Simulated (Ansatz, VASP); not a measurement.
# One calculation of KCl, two programs

```
K Cl
1.0
     0.00000    3.14485    3.14485
     3.14485    0.00000    3.14485
     3.14485    3.14485    0.00000
K Cl
1 1
Direct
  0.00000 0.00000 0.00000
  0.50000 0.50000 0.50000
```

Alike in both runs: task single point; functional PBE-based screened hybrid; k mesh 4 × 4 × 4; no spin polarisation.

```csv
,VASP,Ansatz
version,VASP 6.6.1,Ansatz 0.2.0
potentials or method,"VASP PAW PBE potentials, release 64 (K_sv, Cl)",plane waves
plane-wave cutoff (eV),520,420
occupations,"gaussian, width 0.01 eV",fixed
valence electrons in the cell,16,16
```

```csv
,VASP,Ansatz,Ansatz less VASP
gap on the k mesh at the Fermi level (eV),7.27,7.29,+0.013
pressure (GPa),0.0,-0.1,-0.03
```

VASP's potentials were made for PBE, not for PBE-based screened hybrid. Ansatz's warnings: stress exchange threshold loose, stress scf threshold loose.

The k mesh is coarse, so the values compare programs but aren't converged.
